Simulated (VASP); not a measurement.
Si:

```
Si
1.0
    -1.64832    1.64832    1.33770
     1.64832   -1.64832    1.33770
     1.64832    1.64832   -1.33770
Si
1
Direct
  0.00000 0.00000 0.00000
```

Base run:

| Item | Value |
| --- | --- |
| Program | VASP 6.6.1 |
| Functional | PBEsol |
| Potentials or basis | VASP PAW PBE potentials, release 64 (Si) |
| Cutoff | 520 eV |
| k mesh | 13 × 13 × 13 |
| Occupations | fermi-dirac, width 0.05 eV |
| Spin | no spin polarisation |

Its results: band gap on the k mesh zero (band 2 reaches 19.51 eV, above the bottom of band 3 at 6.62 eV); pressure -2.6 GPa.

After a change of settings the same cell gave: band gap on the k mesh zero (band 2 reaches 20.87 eV, above the bottom of band 3 at 6.68 eV); pressure -4.8 GPa. Which change was it?
A. functional from PBEsol to HSE06; k mesh from 13 × 13 × 13 to 8 × 8 × 8
B. functional from PBEsol to PBE0; k mesh from 13 × 13 × 13 to 6 × 6 × 6
C. functional from PBEsol to r2SCAN; further incar settings from ALGO = Normal; EDIFF = 1e-07; NBANDS = 8 to ALGO = Normal; EDIFF = 1e-06; NBANDS = 8

B.

Caveats: some runs use coarse meshes; the PAW data sets were made with another functional, which shifts forces and pressure a little.
